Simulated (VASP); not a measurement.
**WS2: single point with PBEsol**

WS2:

```
W S
1.0
     3.11803    0.00000    0.00000
    -1.55901    2.70029    0.00000
     0.00000    0.00000   12.58280
W S
2 4
Direct
  0.33333 0.66667 0.25000
  0.66667 0.33333 0.75000
  0.33333 0.66667 0.64624
  0.66667 0.33333 0.14624
  0.33333 0.66667 0.85376
  0.66667 0.33333 0.35376
```

This cell differs from its parent crystal: atoms shifted along a free coordinate.

```json
{
 "Program": "VASP 6.6.1",
 "Task": "single point",
 "Functional": "PBEsol",
 "Potentials or basis": "VASP PAW PBE potentials, release 64 (W_sv, S)",
 "Cutoff": "520 eV",
 "k mesh": "12 × 12 × 2",
 "Occupations": "gaussian, width 0.05 eV",
 "Spin": "no spin polarisation"
}
```

```
Pressure               : 42.6 GPa
Largest force          : 7.792 eV/Å
Band gap on the k mesh : zero (bands 26 and 27 overlap by 0.88 eV)
```

Forces in eV/Å, atoms in the order of the input:
```
W    0.000  0.000  0.000
W    0.000  0.000  0.000
S    0.000  0.000 -7.792
S    0.000  0.000 -7.792
S    0.000  0.000  7.792
S    0.000  0.000  7.792
```

Stress tensor (GPa, compression positive):
```
33.48  0.00  0.00
 0.00 33.48  0.00
 0.00  0.00 60.94
```

Levels at points of the mesh, in eV from the Fermi level:
```csv
k point,band 24,band 25,band 26,band 27,band 28,band 29
"(0.00, 0.00, 0.00)",-1.69,-0.66,0.37,1.87,1.87,1.88
"(0.50, 0.00, 0.00)",-2.47,-2.34,-2.21,1.41,1.43,1.88
"(0.00, 0.00, 0.50)",-2.54,0.01,0.01,1.88,1.88,1.88
"(0.50, 0.00, 0.50)",-2.51,-2.26,-2.26,1.42,1.42,1.88
```

It took 110 s on 1 thread of Intel(R) Xeon(R) Platinum 8259CL CPU @ 2.50GHz (Skylake/Cascade Lake), with other jobs on the host, peak memory 0.28 GiB.

Caveat: the cell differs from its parent crystal (atoms shifted along a free coordinate); the cell stands under pressure; the PAW data sets were made with another functional, which shifts forces and pressure a little; spin-orbit coupling is left out, which moves the levels of the heavy elements; this functional lacks dispersion, which binds the layers, so the pressure and a relaxed spacing across them are unreliable.
